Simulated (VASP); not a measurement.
# KF (Fm-3m) in VASP: further runs

KF is run at these levels: PBEsol, PBE; tasks: single point.

All numbers are computed with VASP 6.6.1; they aren't measurements. Logs are shortened: lines on timing, memory, paths and dates and some standing lists are left out, and cuts for length are marked.

## Step 1: The cell of the first run

The structure is cubic, space group Fm-3m (No. 225). Conventional cell: a = 5.307 Å, b = 5.307 Å, c = 5.307 Å, α = 90.00°, β = 90.00°, γ = 90.00°. K (site symmetry m-3m) has 6 F at 2.65 Å within 3.5 Å. Within 3.5 Å of F (site symmetry m-3m) lie 6 K at 2.65 Å.

## Step 2: Single point, PBEsol

INCAR reads:

```
SYSTEM = KF
  PREC = Accurate
  ENCUT = 520
  EDIFF = 1E-6
  ISMEAR = -1
  SIGMA = 0.02
  LREAL = .FALSE.
  LASPH = .TRUE.
  NELM = 100
  ALGO = Normal
  ISIF = 2
  LWAVE = .FALSE.
  LCHARG = .FALSE.
  GGA = PS
  NBANDS = 15
```

KPOINTS reads:

```
Automatic mesh
0
G
  8 8 8
  0 0 0
```

POSCAR reads:

```
KF
1.0
    0.0000000000      2.6535256432      2.6535256432
    2.6535256432      0.0000000000      2.6535256432
    2.6535256432      2.6535256432      0.0000000000
K F
1 1
Direct
    0.0000000000      0.0000000000      0.0000000000
    0.5000000000      0.5000000000      0.5000000000
```

Potentials or basis: VASP PAW PBE potentials, release 64 (K_sv, F).

Launch:

```bash
> cat potpaw_PBE.64/K_sv/POTCAR potpaw_PBE.64/F/POTCAR > POTCAR
> mpirun -np 1 vasp_std > vasp.out
```

OUTCAR:

```text
SYSTEM = KF
   PREC = Accurate
   ENCUT = 520
   EDIFF = 1E-6
   ISMEAR = -1
   LREAL = .FALSE.
   LASPH = .TRUE.
   NELM = 100
   ISIF = 2
   GGA = PS

 ion  position               nearest neighbor table
   1  0.000  0.000  0.000-   2 2.65   2 2.65   2 2.65   2 2.65   2 2.65   2 2.65
   2  0.500  0.500  0.500-   1 2.65   1 2.65   1 2.65   1 2.65   1 2.65   1 2.65

  LATTYP: Found a face centered cubic cell.
 ALAT       =     5.3070512864

  Lattice vectors:

 A1 = (   0.0000000000,   2.6535256432,   2.6535256432)
 A2 = (   2.6535256432,   0.0000000000,   2.6535256432)
 A3 = (   2.6535256432,   2.6535256432,   0.0000000000)

Analysis of symmetry for initial positions (statically):
=====================================================================
 Subroutine PRICEL returns:
 Original cell was already a primitive cell.

 Routine SETGRP: Setting up the symmetry group for a
 face centered cubic supercell.

 Subroutine GETGRP returns: Found 48 space group operations
 (whereof 48 operations were pure point group operations)
 out of a pool of 48 trial point group operations.

The static configuration has the point symmetry O_h .

Analysis of symmetry for dynamics (positions and initial velocities):
=====================================================================
 Subroutine PRICEL returns:
 Original cell was already a primitive cell.

 Routine SETGRP: Setting up the symmetry group for a
 face centered cubic supercell.

 Subroutine GETGRP returns: Found 48 space group operations
 (whereof 48 operations were pure point group operations)
 out of a pool of 48 trial point group operations.

The dynamic configuration has the point symmetry O_h .

 Subroutine INISYM returns: Found 48 space group operations
 (whereof 48 operations are pure point group operations),
 and found     1 'primitive' translations

----------------------------------------------------------------------------------------

                                     Primitive cell

  volume of cell :      37.3680

  direct lattice vectors                    reciprocal lattice vectors
     0.000000000  2.653525643  2.653525643    -0.188428554  0.188428554  0.188428554
     2.653525643  0.000000000  2.653525643     0.188428554 -0.188428554  0.188428554
     2.653525643  2.653525643  0.000000000     0.188428554  0.188428554 -0.188428554

  length of vectors
     3.752651953  3.752651953  3.752651953     0.326367829  0.326367829  0.326367829

  position of ions in fractional coordinates (direct lattice)
     0.000000000  0.000000000  0.000000000
     0.500000000  0.500000000  0.500000000

  ion indices of the primitive-cell ions
   primitive index   ion index
                 1           1
                 2           2

----------------------------------------------------------------------------------------

 KPOINTS: Automatic mesh

Automatic generation of k-mesh.
 Grid dimensions read from file:
 generate k-points for:    8    8    8

 Generating k-lattice:

  Cartesian coordinates                     Fractional coordinates (reciprocal lattice)
    -0.023553569  0.023553569  0.023553569     0.125000000  0.000000000  0.000000000
     0.023553569 -0.023553569  0.023553569     0.000000000  0.125000000  0.000000000
     0.023553569  0.023553569 -0.023553569     0.000000000  0.000000000  0.125000000

  Length of vectors
     0.040795979  0.040795979  0.040795979

  Shift w.r.t. Gamma in fractional coordinates (k-lattice)
     0.000000000  0.000000000  0.000000000

 Subroutine IBZKPT returns following result:
 ===========================================

 Found     29 irreducible k-points:

 Following reciprocal coordinates:
            Coordinates               Weight
  0.000000  0.000000  0.000000      1.000000
  0.125000  0.000000  0.000000      8.000000
  0.250000  0.000000  0.000000      8.000000
  0.375000  0.000000  0.000000      8.000000
  0.500000  0.000000  0.000000      4.000000
  0.125000  0.125000  0.000000      6.000000
[... 16 lines left out ...]
  0.500000  0.250000  0.125000     48.000000
 -0.375000  0.250000  0.125000     24.000000
 [... further k-points ...]
   k-points           NKPTS =     29   k-points in BZ     NKDIM =     29   number of bands    NBANDS=     15
   number of dos      NEDOS =    301   number of ions     NIONS =      2
   total plane-waves  NPLWV =  21952
   dimension x,y,z NGX =    28 NGY =   28 NGZ =   28
   dimension x,y,z NGXF=    56 NGYF=   56 NGZF=   56
   ions per type =               1   1
   NGX,Y,Z   is equivalent  to a cutoff of  12.40, 12.40, 12.40 a.u.
   NGXF,Y,Z  is equivalent  to a cutoff of  24.81, 24.81, 24.81 a.u.
 SYSTEM =  KF
   PREC   = accura    normal or accurate (medium, high low for compatibility)
   ISTART =      0    job   : 0-new  1-cont  2-samecut
   ICHARG =      2    charge: 1-file 2-atom 10-const
   ISPIN  =      1    spin polarized calculation?
   LNONCOLLINEAR =      F non collinear calculations
   LSORBIT =      F    spin-orbit coupling
   LASPH  =      T    aspherical Exc in radial PAW
   ENCUT  =  520.0 eV  38.22 Ry    6.18 a.u.   6.98  6.98  6.98*2*pi/ulx,y,z
   NELM   =    100;   NELMIN=  2; NELMDL= -5     # of ELM steps
   EDIFF  = 0.1E-05   stopping-criterion for ELM
   LREAL  =      F    real-space projection
   EDIFFG = 0.1E-04   stopping-criterion for IOM
   NSW    =      0    number of steps for IOM
   IBRION =     -1    ionic relax: 0-MD 1-quasi-New 2-CG
   NFREE  =      0    steps in history (QN), initial steepest desc. (CG)
   ISIF   =      2    stress and relaxation
   ISYM   =      2    0-nonsym 1-usesym 2-fastsym
   POTIM  = 0.5000    time-step for ionic-motion
   TEBEG  =    0.0;   TEEND  =   0.0 temperature during run
   PSTRESS=    0.0 pullay stress
   NELECT =      16.0000    total number of electrons
   NUPDOWN=      -1.0000    fix difference up-down
   EMIN   =  10.00;   EMAX   =-10.00  energy-range for DOS
   EFERMI =   0.00;   METHOD = LEGACY
   ISMEAR =    -1;   SIGMA  =   0.02  broadening in eV -4-tet -1-fermi 0-gaus
   EFERMI_NEDOS =   21; number of points for ismear=-14 and -15
   IALGO  =     38    algorithm
   IMIX   =      4    mixing-type and parameters
     AMIX     =   0.40;   BMIX     =  1.00
     AMIX_MAG =   1.60;   BMIX_MAG =  1.00
  volume/ion in A,a.u.               =      18.68       126.09
  Fermi-wavevector in a.u.,A,eV,Ry     =   1.233904  2.331741 20.715145  1.522520
  Thomas-Fermi vector in A             =   2.368616
   LORBIT       =      0    0 simple, 1 ext, 2 COOP (PROOUT), +10 PAW based schemes
   GGA     = PS    functional components
   LHFCALC =     F    Hartree Fock is set to
   AEXX    =    0.0000 exact exchange contribution
   IVDW    =     0    specifies the selected vdW correction
   LEPSILON=     F    determine dielectric tensor
   LRPA    =     F    only Hartree local field effects (RPA)
 non-spin polarized calculation
  energy-cutoff  :      520.00
  volume of cell :       37.37
 maximum number of plane-waves:      1036
   NGX = 13   NGY = 13   NGZ = 13

 number of electron      16.0000012 magnetization

 Free energy of the ion-electron system (eV)
  ---------------------------------------------------
  ext. energy  EPLUGINS =         0.00000000
  ---------------------------------------------------
  free energy    TOTEN  =        -8.52005784 eV

  energy without entropy =       -8.52005784  energy(sigma->0) =       -8.52005784

 E-fermi :  -2.3814     XC(G=0):  -8.7090

 val. band max:       -2.8536793739   @ k =   0.0000   0.0000   0.0000
 cond. band min:       3.2795596916   @ k =   0.0000   0.0000   0.0000
 fundamental gap:      6.1332390655
 Fermi energy:        -2.3814301646

 k-point     1 :       0.0000    0.0000    0.0000
  band No.  band energies     occupation
      1     -28.7615      2.00000
      2     -21.3929      2.00000
      3     -12.0571      2.00000
      4     -12.0571      2.00000
      5     -12.0571      2.00000
      6      -2.8537      2.00000
      7      -2.8537      2.00000
      8      -2.8537      2.00000
      9       3.2796      0.00000
     10       7.8354      0.00000
     11       7.8354      0.00000
     12       7.8354      0.00000
     13       9.5387      0.00000
     14       9.5387      0.00000
     15      13.9922      0.00000

 k-point     2 :       0.1250    0.0000    0.0000
  band No.  band energies     occupation
      1     -28.7459      2.00000
      2     -21.4081      2.00000
      3     -12.1008      2.00000
      4     -12.0628      2.00000
      5     -12.0628      2.00000
      6      -3.0026      2.00000
      7      -2.9105      2.00000
      8      -2.9105      2.00000
      9       3.7243      0.00000
     10       7.5718      0.00000
     11       8.0528      0.00000
     12       8.0528      0.00000
     13       9.6917      0.00000
     14       9.6917      0.00000
     15      14.7801      0.00000

 k-point     3 :       0.2500    0.0000    0.0000
  band No.  band energies     occupation
      1     -28.7077      2.00000
      2     -21.4441      2.00000
      3     -12.2052      2.00000
      4     -12.0765      2.00000
      5     -12.0765      2.00000
      6      -3.3169      2.00000
      7      -3.0443      2.00000
      8      -3.0443      2.00000
      9       4.8249      0.00000
     10       7.2157      0.00000
     11       8.5927      0.00000
     12       8.5927      0.00000
     13      10.1636      0.00000
     14      10.1636      0.00000
     15      15.9037      0.00000

 k-point     4 :       0.3750    0.0000    0.0000
  band No.  band energies     occupation
      1     -28.6691      2.00000
      2     -21.4812      2.00000
      3     -12.3082      2.00000
      4     -12.0899      2.00000
      5     -12.0899      2.00000
      6      -3.5875      2.00000
      7      -3.1740      2.00000
      8      -3.1740      2.00000
      9       5.9022      0.00000
     10       7.3360      0.00000
     11       9.1051      0.00000
     12       9.1051      0.00000
     13      10.9869      0.00000
     14      10.9869      0.00000
     15      14.5006      0.00000
[... 307 lines left out ...]
 k-point    22 :       0.3750    0.2500    0.1250
  band No.  band energies     occupation
      1     -28.6816      2.00000
      2     -21.4492      2.00000
      3     -12.2490      2.00000
      4     -12.2191      2.00000
      5     -12.1108      2.00000
      6      -3.4140      2.00000
      7      -3.0815      2.00000
      8      -2.9314      2.00000
      9       5.5192      0.00000
     10       6.5499      0.00000
     11       9.0891      0.00000
     12       9.2653      0.00000
     13      10.2050      0.00000
     14      10.6701      0.00000
     15      15.6203      0.00000

 k-point    23 :       0.5000    0.2500    0.1250
  band No.  band energies     occupation
      1     -28.6520      2.00000
      2     -21.4643      2.00000
      3     -12.3570      2.00000
      4     -12.2767      2.00000
      5     -12.1266      2.00000
      6      -3.4449      2.00000
      7      -3.1715      2.00000
      8      -3.0165      2.00000
      9       6.3531      0.00000
     10       6.7757      0.00000
     11       8.9584      0.00000
     12       9.7992      0.00000
     13      10.7571      0.00000
     14      11.7569      0.00000
     15      13.5076      0.00000

 k-point    24 :      -0.3750    0.2500    0.1250
  band No.  band energies     occupation
      1     -28.6397      2.00000
      2     -21.4705      2.00000
      3     -12.4054      2.00000
      4     -12.2951      2.00000
      5     -12.1346      2.00000
      6      -3.4517      2.00000
      7      -3.1477      2.00000
      8      -3.1192      2.00000
      9       6.5260      0.00000
     10       7.2236      0.00000
     11       8.8933      0.00000
     12       9.9584      0.00000
     13      11.2555      0.00000
     14      12.3161      0.00000
     15      12.5746      0.00000

 [... further k-points ...]
[... 5 lines left out ...]
  --------------------------------------------------------------------------------------
  -------------------------------------------------------------------------------------
  Total        0.0113292      0.0113292      0.0113292      0.0000000      0.0000000      0.0000000
  in kB        0.4857488      0.4857488      0.4857488      0.0000000      0.0000000      0.0000000
  external PRESSURE =       0.4857488 kB  Pullay stress =       0.0000000 kB

 VOLUME and BASIS-vectors are now :
 -----------------------------------------------------------------------------
  energy-cutoff  :      520.00
  volume of cell :       37.37
      direct lattice vectors                 reciprocal lattice vectors
     0.000000000  2.653525643  2.653525643    -0.188428554  0.188428554  0.188428554
     2.653525643  0.000000000  2.653525643     0.188428554 -0.188428554  0.188428554
     2.653525643  2.653525643  0.000000000     0.188428554  0.188428554 -0.188428554

 POSITION                                       TOTAL-FORCE (eV/Angst)
 -----------------------------------------------------------------------------------
      0.00000      0.00000      0.00000         0.000000      0.000000     -0.000000
      2.65353      2.65353      2.65353         0.000000      0.000000      0.000000
 -----------------------------------------------------------------------------------
    total drift:                                0.000000      0.000000      0.000000

  FREE ENERGIE OF THE ION-ELECTRON SYSTEM (eV)
  ---------------------------------------------------
  free  energy   TOTEN  =        -8.5200578394 eV

  energy  without entropy=       -8.5200578394  energy(sigma->0) =       -8.52005784
```

Run time: 11 s. Hardware: 1 thread of Intel Xeon Platinum 8488C (Sapphire Rapids), shared host; peak memory 0.16 GiB.

Results:

```
Free energy            : -8.5201 eV
Pressure               : 0.0 GPa
Band gap on the k mesh : 6.13 eV, direct
```

Caveat: the PAW data sets were made with another functional, which shifts forces and pressure a little. A k mesh can miss the band edges.

## Step 3: Single point, PBE

This run uses another cell than the first one, of 19.91 Å³/atom, 1.066 times its volume.

INCAR reads:

```
ALGO = Normal
EDIFF = 1E-7
ENCUT = 520
GGA = PE
ISIF = 2
ISMEAR = -1
LASPH = True
LCHARG = False
LREAL = False
LWAVE = False
NBANDS = 15
NELM = 60
PREC = Accurate
SIGMA = 0.02
```

KPOINTS reads:

```
k-points
0
Gamma
  8 8 8
```

POSCAR reads:

```
KF
1.0
    0.0000000000      2.7103322427      2.7103322427
    2.7103322427      0.0000000000      2.7103322427
    2.7103322427      2.7103322427      0.0000000000
K F
1 1
Direct
    0.0000000000      0.0000000000      0.0000000000
    0.5000000000      0.5000000000      0.5000000000
```

Potentials or basis: VASP PAW PBE potentials, release 64 (K_sv, F).

Launch:

```bash
> cat potpaw_PBE.64/K_sv/POTCAR potpaw_PBE.64/F/POTCAR > POTCAR
> mpirun -np 1 vasp_std > vasp.out
```

OUTCAR:

```text
EDIFF = 1E-7
   ENCUT = 520
   GGA = PE
   ISIF = 2
   ISMEAR = -1
   LASPH = True
   LREAL = False
   NELM = 60
   PREC = Accurate

 ion  position               nearest neighbor table
   1  0.000  0.000  0.000-   2 2.71   2 2.71   2 2.71   2 2.71   2 2.71   2 2.71
   2  0.500  0.500  0.500-   1 2.71   1 2.71   1 2.71   1 2.71   1 2.71   1 2.71

  LATTYP: Found a face centered cubic cell.
 ALAT       =     5.4206644854

  Lattice vectors:

[... 618 lines left out ...]

------------------------ aborting loop because EDIFF is reached ----------------------------------------

  FORCE on cell =-STRESS in cart. coord.  units (eV):
  Direction    XX          YY          ZZ          XY          YZ          ZX
  --------------------------------------------------------------------------------------
  -------------------------------------------------------------------------------------
  Total        0.0038238      0.0038238      0.0038238      0.0000000      0.0000000      0.0000000
  in kB        0.1538548      0.1538548      0.1538548      0.0000000      0.0000000      0.0000000
  external PRESSURE =       0.1538548 kB  Pullay stress =       0.0000000 kB

 VOLUME and BASIS-vectors are now :
 -----------------------------------------------------------------------------
  energy-cutoff  :      520.00
  volume of cell :       39.82
      direct lattice vectors                 reciprocal lattice vectors
     0.000000000  2.710332243  2.710332243    -0.184479228  0.184479228  0.184479228
     2.710332243  0.000000000  2.710332243     0.184479228 -0.184479228  0.184479228
     2.710332243  2.710332243  0.000000000     0.184479228  0.184479228 -0.184479228

 POSITION                                       TOTAL-FORCE (eV/Angst)
 -----------------------------------------------------------------------------------
      0.00000      0.00000      0.00000         0.000000     -0.000000      0.000000
      2.71033      2.71033      2.71033         0.000000      0.000000     -0.000000
 -----------------------------------------------------------------------------------
    total drift:                                0.000000      0.000000      0.000000

  FREE ENERGIE OF THE ION-ELECTRON SYSTEM (eV)
  ---------------------------------------------------
  free  energy   TOTEN  =        -8.2992951585 eV

  energy  without entropy=       -8.2992951585  energy(sigma->0) =       -8.29929516
```

stdout:

```text
POSCAR found type information on POSCAR K F
 POSCAR found :  2 types and       2 ions
 scaLAPACK will be used
 LDA part: xc-table for (Slater+PW92), standard interpolation
 POSCAR, INCAR and KPOINTS ok, starting setup
 FFT: planning ... GRIDC
 FFT: planning ... GRID_SOFT
 FFT: planning ... GRID
 WAVECAR not read
 entering main loop
```

Run time: 18 s. Hardware: 1 thread of Intel Xeon Platinum 8488C (Sapphire Rapids), shared host; peak memory 0.17 GiB.

Results:

```
Free energy            : -8.2993 eV
Pressure               : 0.0 GPa
Band gap on the k mesh : 5.95 eV, direct
```

A k mesh can miss the band edges. Expect the measured gap to be larger: semilocal functionals such as PBE lack the derivative discontinuity.
